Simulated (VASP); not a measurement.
# Rh (I4/mmm) in VASP: notebook

Runs on Rh. Level: PBE. Tasks: single point.

Program: VASP 6.6.1. These are calculated values, not measurements. Logs are shortened: lines on timing, memory, paths and dates and some standing lists are left out, and cuts for length are marked.

### 1 The cell of the first run

It takes space group I4/mmm (No. 139, tetragonal). The conventional cell has a = 2.744 Å, b = 2.744 Å, c = 3.830 Å, α = 90.00°, β = 90.00°, γ = 90.00°. Rh (site symmetry 4/mmm) has 12 Rh at 2.73 to 2.74 Å within 3.6 Å.

### 2 Single point, PBE

INCAR

```
  PREC = Accurate
  ENCUT = 520
  EDIFF = 1E-6
  ISMEAR = 0
  SIGMA = 0.15
  LREAL = F
  LASPH = T
  NELM = 80
  ALGO = Fast
  ISIF = 2
  LWAVE = F
  LCHARG = F
  GGA = PE
  NBANDS = 14
```

KPOINTS

```
regular mesh
0
Gamma
  20 20 20
```

POSCAR

```
Rh
1.0
    0.0000000000      1.9405226193      1.9150524221
    1.9405226193      0.0000000000      1.9150524221
    1.9405226193      1.9405226193      0.0000000000
Rh
1
Direct
    0.0000000000      0.0000000000      0.0000000000
```

Potentials or basis: VASP PAW PBE potentials, release 64 (Rh_pv).

Started as:

```sh
$ cat potpaw_PBE.64/Rh_pv/POTCAR > POTCAR
$ mpirun -np 1 vasp_std > vasp.out
```

OUTCAR:

```text
PREC = Accurate
   ENCUT = 520
   EDIFF = 1E-6
   ISMEAR = 0
   LREAL = F
   LASPH = T
   NELM = 80
   ISIF = 2
   GGA = PE

 ion  position               nearest neighbor table
   1  0.000  0.000  0.000-

  LATTYP: Found a body centered tetragonal cell.
 ALAT       =     2.7443134063
 C/A-ratio  =     1.3956513988

  Lattice vectors:

 A1 = (   0.0000000000,  -1.9405226193,  -1.9150524221)
 A2 = (   0.0000000000,   1.9405226193,  -1.9150524221)
 A3 = (   1.9405226193,   0.0000000000,   1.9150524221)

Analysis of symmetry for initial positions (statically):
=====================================================================
 Subroutine PRICEL returns:
 Original cell was already a primitive cell.

 Routine SETGRP: Setting up the symmetry group for a
 body centered tetragonal supercell.

 Subroutine GETGRP returns: Found 16 space group operations
 (whereof 16 operations were pure point group operations)
 out of a pool of 16 trial point group operations.

The static configuration has the point symmetry D_4h.

Analysis of symmetry for dynamics (positions and initial velocities):
=====================================================================
 Subroutine PRICEL returns:
 Original cell was already a primitive cell.

 Routine SETGRP: Setting up the symmetry group for a
 body centered tetragonal supercell.

 Subroutine GETGRP returns: Found 16 space group operations
 (whereof 16 operations were pure point group operations)
 out of a pool of 16 trial point group operations.

The dynamic configuration has the point symmetry D_4h.

 Subroutine INISYM returns: Found 16 space group operations
 (whereof 16 operations are pure point group operations),
 and found     1 'primitive' translations

----------------------------------------------------------------------------------------

                                     Primitive cell

  volume of cell :      14.4228

  direct lattice vectors                    reciprocal lattice vectors
     0.000000000  1.940522619  1.915052422    -0.257662547  0.257662547  0.261089459
     1.940522619  0.000000000  1.915052422     0.257662547 -0.257662547  0.261089459
     1.940522619  1.940522619  0.000000000     0.257662547  0.257662547 -0.261089459

  length of vectors
     2.726362745  2.726362745  2.744313406     0.448271883  0.448271883  0.448271883

  position of ions in fractional coordinates (direct lattice)
     0.000000000  0.000000000  0.000000000

  ion indices of the primitive-cell ions
   primitive index   ion index
                 1           1

----------------------------------------------------------------------------------------

 KPOINTS: regular mesh

Automatic generation of k-mesh.
 Grid dimensions read from file:
 generate k-points for:   20   20   20

 Generating k-lattice:

  Cartesian coordinates                     Fractional coordinates (reciprocal lattice)
    -0.012883127  0.012883127  0.013054473     0.050000000 -0.000000000  0.000000000
     0.012883127 -0.012883127  0.013054473    -0.000000000  0.050000000  0.000000000
     0.012883127  0.012883127 -0.013054473     0.000000000  0.000000000  0.050000000

  Length of vectors
     0.022413594  0.022413594  0.022413594

  Shift w.r.t. Gamma in fractional coordinates (k-lattice)
     0.000000000  0.000000000  0.000000000

 Subroutine IBZKPT returns following result:
 ===========================================

 Found    641 irreducible k-points:

 Following reciprocal coordinates:
            Coordinates               Weight
  0.000000  0.000000  0.000000      1.000000
  0.050000 -0.000000  0.000000      8.000000
  0.100000 -0.000000  0.000000      8.000000
  0.150000  0.000000  0.000000      8.000000
  0.200000 -0.000000  0.000000      8.000000
  0.250000  0.000000  0.000000      8.000000
[... 16 lines left out ...]
 -0.400000  0.050000  0.000000      8.000000
 -0.350000  0.050000  0.000000      8.000000
 [... further k-points ...]
   k-points           NKPTS =    641   k-points in BZ     NKDIM =    641   number of bands    NBANDS=     14
   number of dos      NEDOS =    301   number of ions     NIONS =      1
   total plane-waves  NPLWV =   8000
   dimension x,y,z NGX =    20 NGY =   20 NGZ =   20
   dimension x,y,z NGXF=    40 NGYF=   40 NGZF=   40
   ions per type =               1
   NGX,Y,Z   is equivalent  to a cutoff of  12.20, 12.20, 12.12 a.u.
   NGXF,Y,Z  is equivalent  to a cutoff of  24.39, 24.39, 24.23 a.u.
 SYSTEM =  unknown system
   PREC   = accura    normal or accurate (medium, high low for compatibility)
   ISTART =      0    job   : 0-new  1-cont  2-samecut
   ICHARG =      2    charge: 1-file 2-atom 10-const
   ISPIN  =      1    spin polarized calculation?
   LNONCOLLINEAR =      F non collinear calculations
   LSORBIT =      F    spin-orbit coupling
   LASPH  =      T    aspherical Exc in radial PAW
   ENCUT  =  520.0 eV  38.22 Ry    6.18 a.u.   5.07  5.07  5.10*2*pi/ulx,y,z
   NELM   =     80;   NELMIN=  2; NELMDL= -5     # of ELM steps
   EDIFF  = 0.1E-05   stopping-criterion for ELM
   LREAL  =      F    real-space projection
   EDIFFG = 0.1E-04   stopping-criterion for IOM
   NSW    =      0    number of steps for IOM
   IBRION =     -1    ionic relax: 0-MD 1-quasi-New 2-CG
   NFREE  =      0    steps in history (QN), initial steepest desc. (CG)
   ISIF   =      2    stress and relaxation
   ISYM   =      2    0-nonsym 1-usesym 2-fastsym
   POTIM  = 0.5000    time-step for ionic-motion
   TEBEG  =    0.0;   TEEND  =   0.0 temperature during run
   PSTRESS=    0.0 pullay stress
   NELECT =      15.0000    total number of electrons
   NUPDOWN=      -1.0000    fix difference up-down
   EMIN   =  10.00;   EMAX   =-10.00  energy-range for DOS
   EFERMI =   0.00;   METHOD = LEGACY
   ISMEAR =     0;   SIGMA  =   0.15  broadening in eV -4-tet -1-fermi 0-gaus
   EFERMI_NEDOS =   21; number of points for ismear=-14 and -15
   IALGO  =     68    algorithm
   IMIX   =      4    mixing-type and parameters
     AMIX     =   0.40;   BMIX     =  1.00
     AMIX_MAG =   1.60;   BMIX_MAG =  1.00
  volume/ion in A,a.u.               =      14.42        97.33
  Fermi-wavevector in a.u.,A,eV,Ry     =   1.658654  3.134402 37.431454  2.751134
  Thomas-Fermi vector in A             =   2.746198
   LORBIT       =      0    0 simple, 1 ext, 2 COOP (PROOUT), +10 PAW based schemes
   GGA     = PE    functional components
   LHFCALC =     F    Hartree Fock is set to
   AEXX    =    0.0000 exact exchange contribution
   IVDW    =     0    specifies the selected vdW correction
   LEPSILON=     F    determine dielectric tensor
   LRPA    =     F    only Hartree local field effects (RPA)
 non-spin polarized calculation
 RMM-DIIS sequential band-by-band and
 Gauss-broadening in eV      SIGMA  =   0.15
  energy-cutoff  :      520.00
  volume of cell :       14.42
 maximum number of plane-waves:       398
   NGX = 11   NGY = 11   NGZ = 11

 number of electron      14.9999995 magnetization

 Free energy of the ion-electron system (eV)
  ---------------------------------------------------
  ext. energy  EPLUGINS =         0.00000000
  ---------------------------------------------------
  free energy    TOTEN  =        -7.25811134 eV

  energy without entropy =       -7.24325640  energy(sigma->0) =       -7.25068387

 E-fermi :  11.0433     XC(G=0): -13.7245

 val. band max:       11.0430167346   @ k =  -0.3000   0.3000   0.1000
 cond. band min:      11.0445223417   @ k =   0.3500  -0.0000   0.1000
 fundamental gap:      0.0015056071
 Fermi energy:        11.0432853523

 k-point     1 :       0.0000    0.0000    0.0000
  band No.  band energies     occupation
      1     -35.2514      2.00000
      2     -35.2514      2.00000
      3     -35.2438      2.00000
      4       3.4372      2.00000
      5       8.1475      2.00000
      6       8.1475      2.00000
      7       8.2787      2.00000
      8      10.0430      2.00000
      9      10.2018      2.00000
     10      27.0672      0.00000
     11      31.7224      0.00000
     12      32.1290      0.00000
     13      32.1290      0.00000
     14      32.5130      0.00000

 k-point     2 :       0.0500   -0.0000    0.0000
  band No.  band energies     occupation
      1     -35.2651      2.00000
      2     -35.2537      2.00000
      3     -35.2476      2.00000
      4       3.5339      2.00000
      5       8.1253      2.00000
      6       8.1847      2.00000
      7       8.2965      2.00000
      8      10.0242      2.00000
      9      10.1797      2.00000
     10      27.2009      0.00000
     11      31.6422      0.00000
     12      31.7293      0.00000
     13      32.2641      0.00000
     14      32.5482      0.00000

 k-point     3 :       0.1000   -0.0000    0.0000
  band No.  band energies     occupation
      1     -35.3098      2.00000
      2     -35.2603      2.00000
      3     -35.2539      2.00000
      4       3.8145      2.00000
      5       8.0326      2.00000
      6       8.2842      2.00000
      7       8.3811      2.00000
      8       9.9826      2.00000
      9      10.1269      2.00000
     10      27.5624      0.00000
     11      30.4169      0.00000
     12      31.7240      0.00000
     13      32.6581      0.00000
     14      32.9178      0.00000
[... 324 lines left out ...]
 k-point    23 :      -0.4000    0.0500    0.0000
  band No.  band energies     occupation
      1     -35.8227      2.00000
      2     -35.3367      2.00000
      3     -35.3362      2.00000
      4       5.4457      2.00000
      5       8.1712      2.00000
      6       8.2094      2.00000
      7      10.3271      2.00000
      8      11.2385      0.06563
      9      12.0516      0.00000
     10      20.4860      0.00000
     11      26.9537      0.00000
     12      31.7173      0.00000
     13      31.8075      0.00000
     14      32.6429      0.00000

 k-point    24 :      -0.3500    0.0500    0.0000
  band No.  band energies     occupation
      1     -35.7638      2.00000
      2     -35.3307      2.00000
      3     -35.3250      2.00000
      4       5.5051      2.00000
      5       8.2644      2.00000
      6       8.3144      2.00000
      7       9.5653      2.00000
      8      10.8776      1.88165
      9      11.5473      0.00000
     10      21.9915      0.00000
     11      27.3778      0.00000
     12      31.7223      0.00000
     13      32.3077      0.00000
     14      33.7358      0.00000

 [... further k-points ...]
[... 5 lines left out ...]
  --------------------------------------------------------------------------------------
  -------------------------------------------------------------------------------------
  Total       -0.6493962     -0.6493962     -0.4012553      0.0000000      0.0000000      0.0000000
  in kB      -72.1393501    -72.1393501    -44.5741699      0.0000000      0.0000000      0.0000000
  external PRESSURE =     -62.9509567 kB  Pullay stress =       0.0000000 kB

 VOLUME and BASIS-vectors are now :
 -----------------------------------------------------------------------------
  energy-cutoff  :      520.00
  volume of cell :       14.42
      direct lattice vectors                 reciprocal lattice vectors
     0.000000000  1.940522619  1.915052422    -0.257662547  0.257662547  0.261089459
     1.940522619  0.000000000  1.915052422     0.257662547 -0.257662547  0.261089459
     1.940522619  1.940522619  0.000000000     0.257662547  0.257662547 -0.261089459

 POSITION                                       TOTAL-FORCE (eV/Angst)
 -----------------------------------------------------------------------------------
      0.00000      0.00000      0.00000        -0.000000      0.000000      0.000000
 -----------------------------------------------------------------------------------
    total drift:                               -0.000000     -0.000000     -0.000000

  FREE ENERGIE OF THE ION-ELECTRON SYSTEM (eV)
  ---------------------------------------------------
  free  energy   TOTEN  =        -7.2581113434 eV

  energy  without entropy=       -7.2432563989  energy(sigma->0) =       -7.25068387
```

Run time: 59 s. Hardware: 1 thread of AMD EPYC 9R45 (Zen 5), shared host; peak memory 0.19 GiB.

What came out:

```
Free energy : -7.2581 eV
Pressure    : -6.3 GPa
```

Stress tensor (GPa, compression positive):
```
-7.21  0.00  0.00
 0.00 -7.21  0.00
 0.00  0.00 -4.46
```

Levels at points of the mesh, in eV from the Fermi level:
```
           k point  band 5  band 6  band 7  band 8  band 9  band 10
(0.00, 0.00, 0.00)   -2.90   -2.90   -2.76   -1.00   -0.84    16.02
(0.50, 0.00, 0.00)   -2.99   -2.85    0.49    0.56    0.79     8.17
(0.50, 0.50, 0.00)   -5.53    0.49    0.92    0.92    3.40    11.92
(0.50, 0.00, 0.50)   -5.52    0.50    0.85    0.96    3.12    11.56
```

### 3 Single point, PBE

This run uses another cell than the first one, of 14.81 Å³/atom, 1.027 times its volume.

INCAR

```
ALGO = Normal ; EDIFF = 1E-7
ENCUT = 520 ; GGA = PE
ISIF = 2 ; ISMEAR = 0
LASPH = T ; LCHARG = F
LREAL = F ; LWAVE = F
NBANDS = 14 ; NELM = 100
PREC = Accurate ; SIGMA = 0.15
```

KPOINTS

```
k-points
0
Gamma
  20 20 20
```

POSCAR

```
Rh
1.0
    0.0000000000      1.9661843218      1.9150524221
    1.9661843218      0.0000000000      1.9150524221
    1.9661843218      1.9661843218      0.0000000000
Rh
1
Direct
    0.0000000000      0.0000000000      0.0000000000
```

Potentials or basis: VASP PAW PBE potentials, release 64 (Rh_pv).

Started as:

```sh
$ cat potpaw_PBE.64/Rh_pv/POTCAR > POTCAR
$ mpirun -np 1 vasp_std > vasp.out
```

Wall time 59 s (1 thread of AMD EPYC 9R45 (Zen 5), shared host); peak memory 0.2 GiB.

The run converged. Its results:

| Item | Value |
| --- | --- |
| Free energy | -7.2336 eV |
| Pressure | -11.6 GPa |

Stress tensor (GPa, compression positive):
```
-13.30   0.00   0.00
  0.00 -13.30   0.00
  0.00   0.00  -8.28
```

Levels at points of the mesh, in eV from the Fermi level:
| k point | band 4 | band 5 | band 6 | band 7 | band 8 | band 9 | band 10 | band 11 |
| --- | --- | --- | --- | --- | --- | --- | --- | --- |
| (0.00, 0.00, 0.00) | -7.42 | -2.82 | -2.82 | -2.57 | -1.04 | -0.74 | 16.04 | 20.76 |
| (0.50, 0.00, 0.00) | -5.52 | -2.93 | -2.66 | 0.43 | 0.57 | 0.83 | 7.92 | 15.49 |
| (0.50, 0.50, 0.00) | -5.64 | -5.32 | 0.46 | 0.88 | 0.88 | 3.55 | 11.85 | 12.58 |
| (0.50, 0.00, 0.50) | -5.64 | -5.29 | 0.47 | 0.75 | 0.96 | 3.01 | 11.14 | 12.94 |

### 4 Single point, PBE

This run uses another cell than the first one, of 15.19 Å³/atom, 1.053 times its volume.

INCAR

```
SYSTEM = Rh
PREC = Accurate
ENCUT = 520
EDIFF = 1E-6
ISMEAR = 0
SIGMA = 0.15
LREAL = .False.
LASPH = .True.
NELM = 100
ALGO = Fast
ISIF = 2
LWAVE = .False.
LCHARG = .False.
GGA = PE
NBANDS = 14
```

KPOINTS

```
regular mesh
0
Gamma
  20 20 20
  0 0 0
```

POSCAR

```
Rh
1.0
    0.0000000000      1.9916545190      1.9150524221
    1.9916545190      0.0000000000      1.9150524221
    1.9916545190      1.9916545190      0.0000000000
Rh
1
Direct
    0.0000000000      0.0000000000      0.0000000000
```

Potentials or basis: VASP PAW PBE potentials, release 64 (Rh_pv).

Started as:

```sh
$ cat potpaw_PBE.64/Rh_pv/POTCAR > POTCAR
$ mpirun -np 1 vasp_std > vasp.out
```

OUTCAR:

```text
SYSTEM = Rh
   PREC = Accurate
   ENCUT = 520
   EDIFF = 1E-6
   ISMEAR = 0
   LREAL = .False.
   LASPH = .True.
   NELM = 100
   ISIF = 2
   GGA = PE

 ion  position               nearest neighbor table
   1  0.000  0.000  0.000-

  LATTYP: Found a body centered tetragonal cell.
 ALAT       =     2.8166248323
 C/A-ratio  =     1.3598207330

  Lattice vectors:

 A1 = (   0.0000000000,  -1.9916545190,  -1.9150524221)
 A2 = (   0.0000000000,   1.9916545190,  -1.9150524221)
 A3 = (   1.9916545190,   0.0000000000,   1.9150524221)

[... 581 lines left out ...]
      8      10.0279      1.77266
      9      10.5845      0.00005
     10      20.6738      0.00000
     11      26.4061      0.00000
     12      30.9778      0.00000
     13      31.0250      0.00000
     14      32.0258      0.00000

 [... further k-points ...]
[... 5 lines left out ...]
  --------------------------------------------------------------------------------------
  -------------------------------------------------------------------------------------
  Total       -1.7523382     -1.7523382     -1.1074603      0.0000000      0.0000000     -0.0000000
  in kB     -184.7948370   -184.7948370   -116.7884954      0.0000000      0.0000000     -0.0000000
  external PRESSURE =    -162.1260565 kB  Pullay stress =       0.0000000 kB

 VOLUME and BASIS-vectors are now :
 -----------------------------------------------------------------------------
  energy-cutoff  :      520.00
  volume of cell :       15.19
      direct lattice vectors                 reciprocal lattice vectors
     0.000000000  1.991654519  1.915052422    -0.251047556  0.251047556  0.261089459
     1.991654519  0.000000000  1.915052422     0.251047556 -0.251047556  0.261089459
     1.991654519  1.991654519  0.000000000     0.251047556  0.251047556 -0.261089459

 POSITION                                       TOTAL-FORCE (eV/Angst)
 -----------------------------------------------------------------------------------
      0.00000      0.00000      0.00000         0.000000      0.000000      0.000000
 -----------------------------------------------------------------------------------
    total drift:                               -0.000000      0.000000      0.000000

  FREE ENERGIE OF THE ION-ELECTRON SYSTEM (eV)
  ---------------------------------------------------
  free  energy   TOTEN  =        -7.1954731393 eV

  energy  without entropy=       -7.1787259611  energy(sigma->0) =       -7.18709955
```

stdout:

```text
POSCAR found type information on POSCAR Rh
 POSCAR found :  1 types and       1 ions
 scaLAPACK will be used
 LDA part: xc-table for (Slater+PW92), standard interpolation
 POSCAR, INCAR and KPOINTS ok, starting setup
 FFT: planning ... GRIDC
 FFT: planning ... GRID_SOFT
 FFT: planning ... GRID
 WAVECAR not read
 entering main loop
WARNING in EDDRMM: call to ZHEGV failed, returncode =   6  3     13
WARNING in EDDRMM: call to ZHEGV failed, returncode =   8  4     13
```

It took 91 s on 1 thread of Intel Xeon Platinum 8488C (Sapphire Rapids), shared host; peak memory 0.24 GiB.

What came out:

- Free energy: -7.1955 eV
- Pressure: -16.2 GPa

Stress tensor (GPa, compression positive):
```
-18.48   0.00   0.00
  0.00 -18.48   0.00
  0.00   0.00 -11.68
```

Levels at points of the mesh, in eV from the Fermi level:
| k point | band 3 | band 4 | band 5 | band 6 | band 7 | band 8 | band 9 | band 10 | band 11 | band 12 |
| --- | --- | --- | --- | --- | --- | --- | --- | --- | --- | --- |
| (0.00, 0.00, 0.00) | -46.18 | -7.23 | -2.74 | -2.74 | -2.38 | -1.07 | -0.64 | 16.05 | 20.58 | 20.58 |
| (0.50, 0.00, 0.00) | -46.25 | -5.32 | -2.87 | -2.49 | 0.38 | 0.57 | 0.87 | 7.69 | 15.46 | 20.01 |
| (0.50, 0.50, 0.00) | -46.42 | -5.42 | -5.12 | 0.44 | 0.85 | 0.85 | 3.70 | 11.77 | 12.28 | 12.28 |
| (0.50, 0.00, 0.50) | -46.36 | -5.42 | -5.08 | 0.45 | 0.66 | 0.96 | 2.92 | 10.73 | 12.83 | 13.15 |

### 5 The runs side by side

```csv
cell,gap on the mesh (eV),pressure (GPa)
"a = 2.726, b = 2.726, c = 2.744 Å, angles 59.8, 59.8, 60.4°, 1 atom",none,-6.3
"a = 2.745, b = 2.745, c = 2.781 Å, angles 59.6, 59.6, 60.9°, 1 atom",none,-11.6
"a = 2.763, b = 2.763, c = 2.817 Å, angles 59.4, 59.4, 61.3°, 1 atom",none,-16.2
```

Alike in all rows: task single point; level PBE; potentials or basis VASP PAW PBE potentials, release 64 (Rh_pv); no spin polarisation; k mesh 20 × 20 × 20; cutoff (eV) 520; smearing gaussian 0.15 eV.

Absolute energies hang on the potentials; compare differences alone.
